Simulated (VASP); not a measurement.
# GeCN2 (R-3m) in VASP: single point with LDA

Aim: the single point of GeCN2 with LDA.

All numbers are computed with VASP 6.6.1; they aren't measurements. Logs are shortened: lines on timing, memory, paths and dates and some standing lists are left out, and cuts for length are marked.

## Step 1: The cell of the first run

Symmetry: R-3m, No. 166, trigonal system. The conventional cell has a = 3.390 Å, b = 3.390 Å, c = 15.058 Å, α = 90.00°, β = 90.00°, γ = 120.00°. Within 3.2 Å of Ge (site symmetry -3m) lie 6 N at 2.32 Å and 6 C at 3.18 Å. Within 1.7 Å of C (site symmetry -3m) lie 2 N at 1.27 Å. N (site symmetry 3m) has 1 C at 1.27 Å within 1.7 Å.

## Step 2: Single point, LDA

Contents of INCAR:

```
PREC     = Accurate       # precision mode
ENCUT    = 520            # plane-wave cutoff, eV
EDIFF    = 1E-7           # SCF threshold, eV
ISMEAR   = 0              # smearing method
SIGMA    = 0.05           # smearing width, eV
LREAL    = False          # projectors in reciprocal space
LASPH    = True           # aspherical terms in the spheres
NELM     = 100            # most SCF steps
ALGO     = Normal         # electronic algorithm
ISIF     = 2              # what is computed and relaxed
LWAVE    = False          # write WAVECAR
LCHARG   = True           # write CHGCAR
LELF     = True           # ELF
LVHAR    = True         
NBANDS   = 22             # bands
```

Contents of KPOINTS:

```
Automatic mesh
0
Gamma
  12 12 12
```

Contents of POSCAR:

```
GeCN2
1.0
    1.6948988150      0.9785502871      5.0194627566
   -1.6948988150      0.9785502871      5.0194627566
    0.0000000000     -1.9571005742      5.0194627566
Ge C N
1 1 2
Direct
    0.0000000000      0.0000000000      0.0000000000
    0.5000000000      0.5000000000      0.5000000000
    0.4155196828      0.4155196828      0.4155196828
    0.5844803172      0.5844803172      0.5844803172
```

Potentials or basis: VASP PAW LDA potentials, release 64 (Ge_d, C, N).

Command:

```sh
$ cat potpaw_LDA.64/Ge_d/POTCAR potpaw_LDA.64/C/POTCAR potpaw_LDA.64/N/POTCAR > POTCAR
$ mpirun -np 1 vasp_std > vasp.out
```

OUTCAR:

```text
PREC = Accurate
   ENCUT = 520
   EDIFF = 1E-7
   ISMEAR = 0
   LREAL = False
   LASPH = True
   NELM = 100
   ISIF = 2

 ion  position               nearest neighbor table
   1  0.000  0.000  0.000-   4 2.32   4 2.32   3 2.32   3 2.32   4 2.32   3 2.32
   2  0.500  0.500  0.500-   3 1.27   4 1.27
   3  0.416  0.416  0.416-   2 1.27   1 2.32   1 2.32   1 2.32
   4  0.584  0.584  0.584-   2 1.27   1 2.32   1 2.32   1 2.32

  LATTYP: Found a trigonal (rhomboedric) cell.
 ALAT       =     5.3875086100
 COS(alpha) =     0.8020563413

  Lattice vectors:

 A1 = (   1.6948988150,   0.9785502871,   5.0194627566)
 A2 = (  -1.6948988150,   0.9785502871,   5.0194627566)
 A3 = (   0.0000000000,  -1.9571005742,   5.0194627566)

Analysis of symmetry for initial positions (statically):
=====================================================================
 Subroutine PRICEL returns:
 Original cell was already a primitive cell.

 Routine SETGRP: Setting up the symmetry group for a
 trigonal (rhombohedral) supercell.

 Subroutine GETGRP returns: Found 12 space group operations
 (whereof 12 operations were pure point group operations)
 out of a pool of 12 trial point group operations.

The static configuration has the point symmetry D_3d.

Analysis of symmetry for dynamics (positions and initial velocities):
=====================================================================
 Subroutine PRICEL returns:
 Original cell was already a primitive cell.

 Routine SETGRP: Setting up the symmetry group for a
 trigonal (rhombohedral) supercell.

 Subroutine GETGRP returns: Found 12 space group operations
 (whereof 12 operations were pure point group operations)
 out of a pool of 12 trial point group operations.

The dynamic configuration has the point symmetry D_3d.

 Subroutine INISYM returns: Found 12 space group operations
 (whereof 12 operations are pure point group operations),
 and found     1 'primitive' translations

----------------------------------------------------------------------------------------

                                     Primitive cell

  volume of cell :      49.9500

  direct lattice vectors                    reciprocal lattice vectors
     1.694898815  0.978550287  5.019462757     0.295002861  0.170319981  0.066408169
    -1.694898815  0.978550287  5.019462757    -0.295002861  0.170319981  0.066408169
     0.000000000 -1.957100574  5.019462757     0.000000000 -0.340639963  0.066408169

  length of vectors
     5.387508610  5.387508610  5.387508610     0.347052776  0.347052776  0.347052776

  position of ions in fractional coordinates (direct lattice)
     0.000000000  0.000000000  0.000000000
     0.500000000  0.500000000  0.500000000
     0.415519683  0.415519683  0.415519683
     0.584480317  0.584480317  0.584480317

  ion indices of the primitive-cell ions
   primitive index   ion index
                 1           1
                 2           2
                 3           3
                 4           4

----------------------------------------------------------------------------------------

 KPOINTS: Automatic mesh

Automatic generation of k-mesh.
 Grid dimensions read from file:
 generate k-points for:   12   12   12

 Generating k-lattice:

  Cartesian coordinates                     Fractional coordinates (reciprocal lattice)
     0.024583572  0.014193332  0.005534014     0.083333333 -0.000000000  0.000000000
    -0.024583572  0.014193332  0.005534014    -0.000000000  0.083333333  0.000000000
     0.000000000 -0.028386664  0.005534014     0.000000000  0.000000000  0.083333333

  Length of vectors
     0.028921065  0.028921065  0.028921065

  Shift w.r.t. Gamma in fractional coordinates (k-lattice)
     0.000000000  0.000000000  0.000000000

 Subroutine IBZKPT returns following result:
 ===========================================

 Found    189 irreducible k-points:

 Following reciprocal coordinates:
            Coordinates               Weight
  0.000000  0.000000  0.000000      1.000000
  0.083333  0.000000  0.000000      6.000000
  0.166667  0.000000  0.000000      6.000000
  0.250000  0.000000  0.000000      6.000000
  0.333333  0.000000  0.000000      6.000000
  0.416667  0.000000  0.000000      6.000000
[... 16 lines left out ...]
  0.500000  0.166667  0.000000     12.000000
 -0.416667  0.166667 -0.000000     12.000000
 [... further k-points ...]
   k-points           NKPTS =    189   k-points in BZ     NKDIM =    189   number of bands    NBANDS=     22
   number of dos      NEDOS =    301   number of ions     NIONS =      4
   total plane-waves  NPLWV =  64000
   dimension x,y,z NGX =    40 NGY =   40 NGZ =   40
   dimension x,y,z NGXF=    80 NGYF=   80 NGZF=   80
   ions per type =               1   1   2
   NGX,Y,Z   is equivalent  to a cutoff of  12.34, 12.34, 12.34 a.u.
   NGXF,Y,Z  is equivalent  to a cutoff of  24.69, 24.69, 24.69 a.u.
 SYSTEM =  unknown system
   PREC   = accura    normal or accurate (medium, high low for compatibility)
   ISTART =      0    job   : 0-new  1-cont  2-samecut
   ICHARG =      2    charge: 1-file 2-atom 10-const
   ISPIN  =      1    spin polarized calculation?
   LNONCOLLINEAR =      F non collinear calculations
   LSORBIT =      F    spin-orbit coupling
   LASPH  =      T    aspherical Exc in radial PAW
   ENCUT  =  520.0 eV  38.22 Ry    6.18 a.u.  10.02 10.02 10.02*2*pi/ulx,y,z
   NELM   =    100;   NELMIN=  2; NELMDL= -5     # of ELM steps
   EDIFF  = 0.1E-06   stopping-criterion for ELM
   LREAL  =      F    real-space projection
   EDIFFG = 0.1E-05   stopping-criterion for IOM
   NSW    =      0    number of steps for IOM
   IBRION =     -1    ionic relax: 0-MD 1-quasi-New 2-CG
   NFREE  =      0    steps in history (QN), initial steepest desc. (CG)
   ISIF   =      2    stress and relaxation
   ISYM   =      2    0-nonsym 1-usesym 2-fastsym
   POTIM  = 0.5000    time-step for ionic-motion
   TEBEG  =    0.0;   TEEND  =   0.0 temperature during run
   PSTRESS=    0.0 pullay stress
   NELECT =      28.0000    total number of electrons
   NUPDOWN=      -1.0000    fix difference up-down
   EMIN   =  10.00;   EMAX   =-10.00  energy-range for DOS
   EFERMI =   0.00;   METHOD = LEGACY
   ISMEAR =     0;   SIGMA  =   0.05  broadening in eV -4-tet -1-fermi 0-gaus
   EFERMI_NEDOS =   21; number of points for ismear=-14 and -15
   IALGO  =     38    algorithm
   IMIX   =      4    mixing-type and parameters
     AMIX     =   0.40;   BMIX     =  1.00
     AMIX_MAG =   1.60;   BMIX_MAG =  1.00
  volume/ion in A,a.u.               =      12.49        84.27
  Fermi-wavevector in a.u.,A,eV,Ry     =   1.349840  2.550828 24.790749  1.822069
  Thomas-Fermi vector in A             =   2.477394
   LORBIT       =      0    0 simple, 1 ext, 2 COOP (PROOUT), +10 PAW based schemes
   GGA     = CA    functional components
   LHFCALC =     F    Hartree Fock is set to
   AEXX    =    0.0000 exact exchange contribution
   IVDW    =     0    specifies the selected vdW correction
   LEPSILON=     F    determine dielectric tensor
   LRPA    =     F    only Hartree local field effects (RPA)
 non-spin polarized calculation
 Gauss-broadening in eV      SIGMA  =   0.05
  energy-cutoff  :      520.00
  volume of cell :       49.95
 maximum number of plane-waves:      1359
   NGX = 21   NGY = 21   NGZ = 21

 number of electron      27.9999995 magnetization

 Free energy of the ion-electron system (eV)
  ---------------------------------------------------
  ext. energy  EPLUGINS =         0.00000000
  ---------------------------------------------------
  free energy    TOTEN  =       -32.13137264 eV

  energy without entropy =      -32.13137264  energy(sigma->0) =      -32.13137264

 E-fermi :   4.7251     XC(G=0): -10.7001

 val. band max:        4.5282425739   @ k =   0.5000   0.5000   0.2500
 cond. band min:       5.5039467084   @ k =   0.5000   0.5000   0.5000
 fundamental gap:      0.9757041344
 Fermi energy:         4.7250765686

 k-point     1 :       0.0000    0.0000    0.0000
  band No.  band energies     occupation
      1     -20.5080      2.00000
      2     -20.5080      2.00000
      3     -20.4968      2.00000
      4     -20.4791      2.00000
      5     -20.4791      2.00000
      6     -15.0052      2.00000
[... 14 lines left out ...]
     21      13.2902      0.00000
     22      15.4773      0.00000

 k-point     2 :       0.0833    0.0000    0.0000
  band No.  band energies     occupation
      1     -20.5090      2.00000
      2     -20.5060      2.00000
      3     -20.4955      2.00000
      4     -20.4807      2.00000
      5     -20.4794      2.00000
      6     -14.9690      2.00000
[... 14 lines left out ...]
     21      13.5768      0.00000
     22      14.3815      0.00000

 k-point     3 :       0.1667    0.0000    0.0000
  band No.  band energies     occupation
      1     -20.5123      2.00000
      2     -20.5004      2.00000
      3     -20.4916      2.00000
      4     -20.4847      2.00000
      5     -20.4801      2.00000
      6     -14.8680      2.00000
[... 14 lines left out ...]
     21      13.1350      0.00000
     22      14.1598      0.00000

 k-point     4 :       0.2500    0.0000    0.0000
  band No.  band energies     occupation
      1     -20.5177      2.00000
      2     -20.4932      2.00000
      3     -20.4905      2.00000
      4     -20.4853      2.00000
      5     -20.4808      2.00000
      6     -14.7244      2.00000
[... 14 lines left out ...]
     21      12.3441      0.00000
     22      14.7049      0.00000

 k-point     5 :       0.3333    0.0000    0.0000
  band No.  band energies     occupation
      1     -20.5238      2.00000
      2     -20.4948      2.00000
      3     -20.4876      2.00000
      4     -20.4800      2.00000
      5     -20.4798      2.00000
      6     -14.5734      2.00000
[... 14 lines left out ...]
     21      12.5747      0.00000
     22      15.1356      0.00000

 k-point     6 :       0.4167    0.0000    0.0000
  band No.  band energies     occupation
      1     -20.5287      2.00000
      2     -20.4978      2.00000
      3     -20.4862      2.00000
      4     -20.4766      2.00000
      5     -20.4757      2.00000
      6     -14.4577      2.00000
[... 14 lines left out ...]
     21      13.3794      0.00000
     22      15.3833      0.00000

 k-point     7 :       0.5000    0.0000    0.0000
  band No.  band energies     occupation
      1     -20.5305      2.00000
      2     -20.4988      2.00000
      3     -20.4861      2.00000
      4     -20.4748      2.00000
      5     -20.4741      2.00000
      6     -14.4140      2.00000
[... 324 lines left out ...]
      6     -14.7508      2.00000
[... 14 lines left out ...]
     21      12.6405      0.00000
     22      14.3387      0.00000

 k-point    21 :       0.3333    0.1667    0.0000
  band No.  band energies     occupation
      1     -20.5162      2.00000
      2     -20.4966      2.00000
      3     -20.4908      2.00000
      4     -20.4841      2.00000
      5     -20.4795      2.00000
      6     -14.6194      2.00000
[... 14 lines left out ...]
     21      12.6926      0.00000
     22      14.7176      0.00000

 k-point    22 :       0.4167    0.1667    0.0000
  band No.  band energies     occupation
      1     -20.5189      2.00000
      2     -20.4945      2.00000
      3     -20.4926      2.00000
      4     -20.4843      2.00000
      5     -20.4756      2.00000
      6     -14.4885      2.00000
[... 14 lines left out ...]
     21      13.2821      0.00000
     22      15.2284      0.00000

 k-point    23 :       0.5000    0.1667    0.0000
  band No.  band energies     occupation
      1     -20.5214      2.00000
      2     -20.4951      2.00000
      3     -20.4925      2.00000
      4     -20.4817      2.00000
      5     -20.4743      2.00000
      6     -14.3955      2.00000
[... 14 lines left out ...]
     21      13.9047      0.00000
     22      15.0863      0.00000

 k-point    24 :      -0.4167    0.1667   -0.0000
  band No.  band energies     occupation
      1     -20.5224      2.00000
      2     -20.4954      2.00000
      3     -20.4927      2.00000
      4     -20.4791      2.00000
      5     -20.4749      2.00000
      6     -14.3693      2.00000
[... 14 lines left out ...]
     21      14.1574      0.00000
     22      14.8928      0.00000

 [... further k-points ...]

------------------------ aborting loop because EDIFF is reached ----------------------------------------

  FORCE on cell =-STRESS in cart. coord.  units (eV):
  Direction    XX          YY          ZZ          XY          YZ          ZX
  --------------------------------------------------------------------------------------
  -------------------------------------------------------------------------------------
  Total        0.1930250      0.1930250     -7.7030771      0.0000000      0.0000000      0.0000000
  in kB        6.1913984      6.1913984   -247.0810387      0.0000000      0.0000000      0.0000000
  external PRESSURE =     -78.2327473 kB  Pullay stress =       0.0000000 kB

 VOLUME and BASIS-vectors are now :
 -----------------------------------------------------------------------------
  energy-cutoff  :      520.00
  volume of cell :       49.95
      direct lattice vectors                 reciprocal lattice vectors
     1.694898815  0.978550287  5.019462757     0.295002861  0.170319981  0.066408169
    -1.694898815  0.978550287  5.019462757    -0.295002861  0.170319981  0.066408169
     0.000000000 -1.957100574  5.019462757     0.000000000 -0.340639963  0.066408169

 POSITION                                       TOTAL-FORCE (eV/Angst)
 -----------------------------------------------------------------------------------
      0.00000      0.00000      0.00000        -0.000000     -0.000000      0.000000
      0.00000      0.00000      7.52919         0.000000     -0.000000      0.000000
      0.00000      0.00000      6.25706         0.000000      0.000000      2.494222
      0.00000      0.00000      8.80133         0.000000     -0.000000     -2.494222
 -----------------------------------------------------------------------------------
    total drift:                                0.000000      0.000000     -0.000000

  FREE ENERGIE OF THE ION-ELECTRON SYSTEM (eV)
  ---------------------------------------------------
  free  energy   TOTEN  =       -32.1313726421 eV

  energy  without entropy=      -32.1313726421  energy(sigma->0) =      -32.13137264
```

Wall time 3.8 min (1 thread of Intel Xeon Platinum 8488C (Sapphire Rapids), shared host); peak memory 0.34 GiB.

What came out:

```
Free energy            : -32.1314 eV
Pressure               : -7.8 GPa
Largest force          : 2.494 eV/Å
Band gap on the k mesh : 0.98 eV (least direct gap 1.25 eV)
```

Forces in eV/Å, atoms in the order of the input:
```
Ge   0.000  0.000  0.000
C    0.000  0.000  0.000
N    0.000  0.000  2.494
N    0.000  0.000 -2.494
```

Caveat: the stress differs along the axes, from -25 to 1 GPa; forces of over 1 eV/Å act on the atoms, so gaps and moduli don't describe the material at rest.
